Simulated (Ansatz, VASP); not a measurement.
**One calculation of CdPd, two programs**

File INCAR:

```
ALGO = Normal ; EDIFF = 1E-7
EDIFFG = -0.005 ; ENCUT = 540
GGA = CA ; GGA_COMPAT = F
IBRION = 2 ; ISIF = 3
ISMEAR = 0 ; LASPH = T
LCHARG = F ; LREAL = F
LWAVE = F ; NELM = 120
NELMIN = 4 ; NSW = 70
PREC = Accurate ; SIGMA = 0.1
```

The input KPOINTS:

```
k-points
0
Gamma
  14 14 12
```

Contents of POSCAR:

```
CdPd
1.0
    3.0625896470      0.0000000000      0.0000000000
    0.0000000000      3.0625896470      0.0000000000
    0.0000000000      0.0000000000      3.7227029832
Cd Pd
1 1
Direct
    0.0000000000      0.0000000000      0.0000000000
    0.5000000000      0.5000000000      0.5000000000
```

Input for Ansatz:

```yaml
crystal:
  lattice:
    - [3.062589647, 0.0, 0.0]
    - [0.0, 3.062589647, 0.0]
    - [0.0, 0.0, 3.7227029832]
  atoms:
    - { symbol: Cd, position: [0.0, 0.0, 0.0] }
    - { symbol: Pd, position: [0.5, 0.5, 0.5] }
basis:
  ecutwfc: 420
kpoints:
  mp_grid: { grid: [14, 14, 12] }
hamiltonian:
  xc: lda
scf:
  occupations: { method: gaussian, width: 0.1 }
output:
  forces: true
  stress: true
  eigenvalues: true
relax:
  adjacent_minimum: "off"
  f_tol: 0.005
  max_steps: 50
  cell: { stress_tol: 0.05 }
```

Alike in both runs: task relaxation of cell and atoms; functional LDA; k mesh 14 × 14 × 12; occupations gaussian, width 0.1 eV; no spin polarisation.

```csv
,VASP,Ansatz
version,VASP 6.6.1,Ansatz 0.2.0
potentials or method,"VASP PAW LDA potentials, release 64 (Cd_sv_GW, Pd_sv_GW), cutoff 540 eV","scalar-relativistic, plane waves, PAW"
valence electrons in the cell,38,38
```

Ansatz gave:

| Property | Result |
| --- | --- |
| gap on the k mesh at the Fermi level, each at its own relaxed structure (eV) | none |
| relaxed volume (Å³/atom) | 15.91 |
| relaxed cell length with the largest relative difference (Å) | 3.624 |

What did VASP give for the same quantities?

gap on the k mesh at the Fermi level, each at its own relaxed structure (eV): none; relaxed volume (Å³/atom): 15.81; relaxed cell length with the largest relative difference (Å): 3.613.

LDA's correlation is that of Perdew and Zunger in VASP and of Perdew and Wang (1992) in Ansatz. A gap of «none» marks a metal or a gap that the smearing closes.
